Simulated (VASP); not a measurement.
# Si2Mo (C222) in VASP: single point with PBEsol

Aim: the single point of Si2Mo with PBEsol.

All numbers are computed with VASP 6.6.1; they aren't measurements. Logs are shortened: lines on timing, memory, paths and dates and some standing lists are left out, and cuts for length are marked.

## Step 1: The cell of the first run

It takes space group C222 (No. 21, orthorhombic). Conventional cell: a = 4.529 Å, b = 8.002 Å, c = 6.567 Å, α = 90.00°, β = 90.00°, γ = 90.00°. Within 3.4 Å of Si (site symmetry 1) lie 9 Si at 2.54 to 3.20 Å and 5 Mo at 2.56 to 2.66 Å. Si (site symmetry 2) has 9 Si at 2.54 to 3.20 Å and 5 Mo at 2.56 to 2.69 Å within 3.4 Å. Mo (site symmetry 222) has 10 Si at 2.56 to 2.69 Å and 4 Mo at 3.17 Å within 3.4 Å. Within 3.4 Å of Mo (site symmetry 2) lie 10 Si at 2.56 to 2.66 Å and 4 Mo at 3.15 to 3.17 Å.

## Step 2: Single point, PBEsol (strain -0.0100 x Voigt [1, -1, 0, 0, 0, 0])

File INCAR:

```
  PREC = Accurate
  ENCUT = 520
  EDIFF = 1E-6
  ISMEAR = 0
  SIGMA = 0.15
  LREAL = F
  LASPH = T
  NELM = 60
  ALGO = Normal
  ISIF = 2
  LWAVE = F
  LCHARG = T
  GGA = PS
  LELF = T
  LVHAR = T
  NBANDS = 43
```

File KPOINTS:

```
Automatic mesh
0
Gamma
  12 12 6
```

File POSCAR:

```
Si2Mo
1.0
    4.5286959870      0.0000000000      0.0000000000
   -2.2643479935      4.0011974025      0.0000000000
    0.0000000000      0.0000000000      6.5665572496
Si Mo
6 3
Direct
    0.1641680652      0.8358319348      0.8333333333
    0.3283361304      0.1641680652      0.1666666667
    0.8358319348      0.6716638696      0.5000000000
    0.8358319348      0.1641680652      0.8333333333
    0.6716638696      0.8358319348      0.1666666667
    0.1641680652      0.3283361304      0.5000000000
    0.5000000000      0.0000000000      0.5000000000
    0.0000000000      0.5000000000      0.1666666667
    0.5000000000      0.5000000000      0.8333333333
```

Potentials or basis: VASP PAW PBE potentials, release 64 (Si, Mo_sv).

Run with:

```console
cat potpaw_PBE.64/Si/POTCAR potpaw_PBE.64/Mo_sv/POTCAR > POTCAR
mpirun -np 1 vasp_std > vasp.out
```

OUTCAR:

```text
PREC = Accurate
   ENCUT = 520
   EDIFF = 1E-6
   ISMEAR = 0
   LREAL = F
   LASPH = T
   NELM = 60
   ISIF = 2
   GGA = PS

 ion  position               nearest neighbor table
   1  0.164  0.836  0.833-   3 2.54   2 2.55   7 2.56   8 2.57   4 2.59   9 2.62   4 2.65   9 2.65
                             9 2.66   4 2.69   5 3.13
   2  0.328  0.164  0.167-   6 2.54   1 2.55   7 2.56   9 2.57   5 2.59   8 2.62   5 2.65   8 2.65
                             8 2.66   5 2.69   4 3.13
   3  0.836  0.672  0.500-   5 2.54   1 2.54   9 2.56   8 2.56   7 2.62   7 2.62   6 2.63   6 2.65
                             6 2.65   7 2.69
   4  0.836  0.164  0.833-   6 2.54   5 2.55   7 2.56   8 2.57   1 2.59   9 2.62   1 2.65   9 2.65
                             9 2.66   1 2.69   2 3.13
   5  0.672  0.836  0.167-   3 2.54   4 2.55   7 2.56   9 2.57   2 2.59   8 2.62   2 2.65   8 2.65
                             8 2.66   2 2.69   1 3.13
   6  0.164  0.328  0.500-   2 2.54   4 2.54   9 2.56   8 2.56   7 2.62   7 2.62   3 2.63   3 2.65
                             3 2.65   7 2.69
   7  0.500  0.000  0.500-   1 2.56   4 2.56   2 2.56   5 2.56   3 2.62   6 2.62   6 2.62   3 2.62
                             6 2.69   3 2.69   8 3.17   9 3.17   9 3.17   8 3.17
   8  0.000  0.500  0.167-   3 2.56   6 2.56   4 2.57   1 2.57   5 2.62   2 2.62   5 2.65   2 2.65
                             5 2.66   2 2.66   9 3.15   9 3.15   7 3.17   7 3.17
   9  0.500  0.500  0.833-   3 2.56   6 2.56   5 2.57   2 2.57   1 2.62   4 2.62   4 2.65   1 2.65
                             1 2.66   4 2.66   8 3.15   8 3.15   7 3.17   7 3.17

  LATTYP: Found a base centered orthorhombic cell.
 ALAT       =     4.5286959870
 B/A-ratio  =     1.7670417330
 C/A-ratio  =     1.4499885328

  Lattice vectors:

 A1 = (   2.2643479935,  -4.0011974025,   0.0000000000)
 A2 = (   2.2643479935,   4.0011974025,   0.0000000000)
 A3 = (   0.0000000000,   0.0000000000,   6.5665572496)

Analysis of symmetry for initial positions (statically):
=====================================================================
 Subroutine PRICEL returns:
 Original cell was already a primitive cell.

 Routine SETGRP: Setting up the symmetry group for a
 base centered orthorhombic supercell.

 Subroutine GETGRP returns: Found  4 space group operations
 (whereof  4 operations were pure point group operations)
 out of a pool of  8 trial point group operations.

The static configuration has the point symmetry D_2 .

Analysis of symmetry for dynamics (positions and initial velocities):
=====================================================================
 Subroutine PRICEL returns:
 Original cell was already a primitive cell.

 Routine SETGRP: Setting up the symmetry group for a
 base centered orthorhombic supercell.

 Subroutine GETGRP returns: Found  4 space group operations
 (whereof  4 operations were pure point group operations)
 out of a pool of  8 trial point group operations.

The dynamic configuration has the point symmetry D_2 .

 Subroutine INISYM returns: Found  4 space group operations
 (whereof  4 operations are pure point group operations),
 and found     1 'primitive' translations

----------------------------------------------------------------------------------------

                                     Primitive cell

  volume of cell :     118.9874

  direct lattice vectors                    reciprocal lattice vectors
     4.528695987  0.000000000  0.000000000     0.220814116  0.124962592  0.000000000
    -2.264347993  4.001197402  0.000000000     0.000000000  0.249925185  0.000000000
     0.000000000  0.000000000  6.566557250     0.000000000  0.000000000  0.152286801

  length of vectors
     4.528695987  4.597483278  6.566557250     0.253721350  0.249925185  0.152286801

  position of ions in fractional coordinates (direct lattice)
     0.164168065  0.835831935  0.833333333
     0.328336130  0.164168065  0.166666667
     0.835831935  0.671663870  0.500000000
     0.835831935  0.164168065  0.833333333
     0.671663870  0.835831935  0.166666667
     0.164168065  0.328336130  0.500000000
     0.500000000  0.000000000  0.500000000
     0.000000000  0.500000000  0.166666667
     0.500000000  0.500000000  0.833333333

  ion indices of the primitive-cell ions
   primitive index   ion index
                 1           1
                 2           2
                 3           3
                 4           4
                 5           5
                 6           6
                 7           7
                 8           8
                 9           9

----------------------------------------------------------------------------------------

 KPOINTS: Automatic mesh

Automatic generation of k-mesh.
 Grid dimensions read from file:
 generate k-points for:   12   12    6

 Generating k-lattice:

  Cartesian coordinates                     Fractional coordinates (reciprocal lattice)
     0.018401176  0.010413549  0.000000000     0.083333333  0.000000000  0.000000000
     0.000000000  0.020827099  0.000000000     0.000000000  0.083333333  0.000000000
     0.000000000  0.000000000  0.025381134     0.000000000  0.000000000  0.166666667

  Length of vectors
     0.021143446  0.020827099  0.025381134

  Shift w.r.t. Gamma in fractional coordinates (k-lattice)
     0.000000000  0.000000000  0.000000000

 Subroutine IBZKPT returns following result:
 ===========================================

 Found    172 irreducible k-points:

 Following reciprocal coordinates:
            Coordinates               Weight
  0.000000  0.000000  0.000000      1.000000
  0.083333 -0.000000  0.000000      4.000000
  0.166667 -0.000000  0.000000      4.000000
  0.250000  0.000000  0.000000      4.000000
  0.333333 -0.000000  0.000000      4.000000
  0.416667  0.000000  0.000000      4.000000
[... 16 lines left out ...]
  0.333333  0.166667  0.000000      4.000000
  0.416667  0.166667  0.000000      4.000000
 [... further k-points ...]
   k-points           NKPTS =    172   k-points in BZ     NKDIM =    172   number of bands    NBANDS=     43
   number of dos      NEDOS =    301   number of ions     NIONS =      9
   total plane-waves  NPLWV =  64800
   dimension x,y,z NGX =    36 NGY =   36 NGZ =   50
   dimension x,y,z NGXF=    72 NGYF=   72 NGZF=  100
   ions per type =               6   3
   NGX,Y,Z   is equivalent  to a cutoff of  13.22, 13.02, 12.66 a.u.
   NGXF,Y,Z  is equivalent  to a cutoff of  26.43, 26.04, 25.32 a.u.
 SYSTEM =  unknown system
   PREC   = accura    normal or accurate (medium, high low for compatibility)
   ISTART =      0    job   : 0-new  1-cont  2-samecut
   ICHARG =      2    charge: 1-file 2-atom 10-const
   ISPIN  =      1    spin polarized calculation?
   LNONCOLLINEAR =      F non collinear calculations
   LSORBIT =      F    spin-orbit coupling
   LASPH  =      T    aspherical Exc in radial PAW
   ENCUT  =  520.0 eV  38.22 Ry    6.18 a.u.   8.42  8.55 12.21*2*pi/ulx,y,z
   NELM   =     60;   NELMIN=  2; NELMDL= -5     # of ELM steps
   EDIFF  = 0.1E-05   stopping-criterion for ELM
   LREAL  =      F    real-space projection
   EDIFFG = 0.1E-04   stopping-criterion for IOM
   NSW    =      0    number of steps for IOM
   IBRION =     -1    ionic relax: 0-MD 1-quasi-New 2-CG
   NFREE  =      0    steps in history (QN), initial steepest desc. (CG)
   ISIF   =      2    stress and relaxation
   ISYM   =      2    0-nonsym 1-usesym 2-fastsym
   POTIM  = 0.5000    time-step for ionic-motion
   TEBEG  =    0.0;   TEEND  =   0.0 temperature during run
   PSTRESS=    0.0 pullay stress
   NELECT =      66.0000    total number of electrons
   NUPDOWN=      -1.0000    fix difference up-down
   EMIN   =  10.00;   EMAX   =-10.00  energy-range for DOS
   EFERMI =   0.00;   METHOD = LEGACY
   ISMEAR =     0;   SIGMA  =   0.15  broadening in eV -4-tet -1-fermi 0-gaus
   EFERMI_NEDOS =   21; number of points for ismear=-14 and -15
   IALGO  =     38    algorithm
   IMIX   =      4    mixing-type and parameters
     AMIX     =   0.40;   BMIX     =  1.00
     AMIX_MAG =   1.60;   BMIX_MAG =  1.00
  volume/ion in A,a.u.               =      13.22        89.22
  Fermi-wavevector in a.u.,A,eV,Ry     =   1.345104  2.541878 24.617084  1.809305
  Thomas-Fermi vector in A             =   2.473044
   LORBIT       =      0    0 simple, 1 ext, 2 COOP (PROOUT), +10 PAW based schemes
   GGA     = PS    functional components
   LHFCALC =     F    Hartree Fock is set to
   AEXX    =    0.0000 exact exchange contribution
   IVDW    =     0    specifies the selected vdW correction
   LEPSILON=     F    determine dielectric tensor
   LRPA    =     F    only Hartree local field effects (RPA)
 non-spin polarized calculation
 Gauss-broadening in eV      SIGMA  =   0.15
  energy-cutoff  :      520.00
  volume of cell :      118.99
 maximum number of plane-waves:      3244
 NGX is ok and might be reduce to    36
   NGX = 17   NGY = 17   NGZ = 25

 number of electron      65.9999997 magnetization

 Free energy of the ion-electron system (eV)
  ---------------------------------------------------
  ext. energy  EPLUGINS =         0.00000000
  ---------------------------------------------------
  free energy    TOTEN  =       -74.96221291 eV

  energy without entropy =      -74.96013350  energy(sigma->0) =      -74.96117321

 E-fermi :  12.9641     XC(G=0): -12.5760

 val. band max:       12.9261304939   @ k =   0.5000   0.0000   0.5000
 cond. band min:      12.9645969340   @ k =   0.0000   0.5000   0.5000
 fundamental gap:      0.0384664401
 Fermi energy:        12.9641401390

 k-point     1 :       0.0000    0.0000    0.0000
  band No.  band energies     occupation
      1     -48.1059      2.00000
      2     -48.0775      2.00000
      3     -48.0642      2.00000
      4     -22.3901      2.00000
      5     -22.3871      2.00000
      6     -22.3804      2.00000
[... 35 lines left out ...]
     42      15.9994      0.00000
     43      16.3900      0.00000

 k-point     2 :       0.0833   -0.0000    0.0000
  band No.  band energies     occupation
      1     -48.1054      2.00000
      2     -48.0779      2.00000
      3     -48.0643      2.00000
      4     -22.4000      2.00000
      5     -22.3905      2.00000
      6     -22.3807      2.00000
[... 35 lines left out ...]
     42      16.0194      0.00000
     43      16.2693      0.00000

 k-point     3 :       0.1667   -0.0000    0.0000
  band No.  band energies     occupation
      1     -48.1039      2.00000
      2     -48.0790      2.00000
      3     -48.0646      2.00000
      4     -22.4140      2.00000
      5     -22.3988      2.00000
      6     -22.3787      2.00000
[... 35 lines left out ...]
     42      16.0271      0.00000
     43      16.6668      0.00000

 k-point     4 :       0.2500    0.0000    0.0000
  band No.  band energies     occupation
      1     -48.1015      2.00000
      2     -48.0809      2.00000
      3     -48.0649      2.00000
      4     -22.4263      2.00000
      5     -22.4071      2.00000
      6     -22.3780      2.00000
[... 863 lines left out ...]
     42      16.3170      0.00000
     43      16.6456      0.00000

 k-point    23 :       0.3333    0.1667    0.0000
  band No.  band energies     occupation
      1     -48.0958      2.00000
      2     -48.0849      2.00000
      3     -48.0662      2.00000
      4     -22.4427      2.00000
      5     -22.4139      2.00000
      6     -22.3851      2.00000
[... 35 lines left out ...]
     42      16.3181      0.00000
     43      16.6537      0.00000

 k-point    24 :       0.4167    0.1667    0.0000
  band No.  band energies     occupation
      1     -48.0927      2.00000
      2     -48.0883      2.00000
      3     -48.0658      2.00000
      4     -22.4439      2.00000
      5     -22.4149      2.00000
      6     -22.3873      2.00000
[... 35 lines left out ...]
     42      16.0328      0.00000
     43      16.5266      0.00000

 [... further k-points ...]

------------------------ aborting loop because EDIFF is reached ----------------------------------------

  FORCE on cell =-STRESS in cart. coord.  units (eV):
  Direction    XX          YY          ZZ          XY          YZ          ZX
  --------------------------------------------------------------------------------------
  -------------------------------------------------------------------------------------
  Total        2.9857630     -2.2362421      0.3030603      0.0000000      0.0000000      0.0000000
  in kB       40.2036084    -30.1112316      4.0807387      0.0000000      0.0000000      0.0000000
  external PRESSURE =       4.7243718 kB  Pullay stress =       0.0000000 kB

 VOLUME and BASIS-vectors are now :
 -----------------------------------------------------------------------------
  energy-cutoff  :      520.00
  volume of cell :      118.99
      direct lattice vectors                 reciprocal lattice vectors
     4.528695987  0.000000000  0.000000000     0.220814116  0.124962592  0.000000000
    -2.264347993  4.001197402  0.000000000     0.000000000  0.249925185  0.000000000
     0.000000000  0.000000000  6.566557250     0.000000000  0.000000000  0.152286801

 POSITION                                       TOTAL-FORCE (eV/Angst)
 -----------------------------------------------------------------------------------
     -1.14915      3.34433      5.47213         0.007856     -0.011086      0.006741
      1.11520      0.65687      1.09443         0.007856      0.011086     -0.006741
      2.26435      2.68746      3.28328        -0.000000      0.028594      0.000000
      3.41350      0.65687      5.47213        -0.007856      0.011086      0.006741
      1.14915      3.34433      1.09443        -0.007856     -0.011086     -0.006741
      0.00000      1.31374      3.28328         0.000000     -0.028594      0.000000
      2.26435      0.00000      3.28328        -0.000000     -0.000000      0.000000
     -1.13217      2.00060      1.09443        -0.000000     -0.000000     -0.002142
      1.13217      2.00060      5.47213        -0.000000     -0.000000      0.002142
 -----------------------------------------------------------------------------------
    total drift:                               -0.000000     -0.000000     -0.000000

  FREE ENERGIE OF THE ION-ELECTRON SYSTEM (eV)
  ---------------------------------------------------
  free  energy   TOTEN  =       -74.9622129067 eV

  energy  without entropy=      -74.9601335043  energy(sigma->0) =      -74.96117321
```

Run time: 21 min. Hardware: 1 thread of Intel Xeon 8259CL, shared host; peak memory 0.72 GiB.

Results:

```yaml
Free_energy: -74.9622 eV
Pressure: 0.5 GPa
Largest_force: 0.029 eV/Å
Band_gap_on_the_k_mesh: 0.01 eV (least direct gap 0.48 eV)
```

Forces in eV/Å, atoms in the order of the input:
```
Si   0.008 -0.011  0.007
Si   0.008  0.011 -0.007
Si   0.000  0.029  0.000
Si  -0.008  0.011  0.007
Si  -0.008 -0.011 -0.007
Si   0.000 -0.029  0.000
Mo   0.000  0.000  0.000
Mo   0.000  0.000 -0.002
Mo   0.000  0.000  0.002
```

Stress tensor (GPa, compression positive):
```
 4.02  0.00  0.00
 0.00 -3.01  0.00
 0.00  0.00  0.41
```

Caveat: the cell differs from its parent crystal (strain -0.0100 x Voigt [1, -1, 0, 0, 0, 0]); the stress differs along the axes, from -3 to 4 GPa; the smearing spreads over this small gap; the PAW data sets were made with another functional, which shifts forces and pressure a little. A k mesh can miss the band edges.

The gap in the log of VASP goes by the Fermi energy; the results here count the filled bands.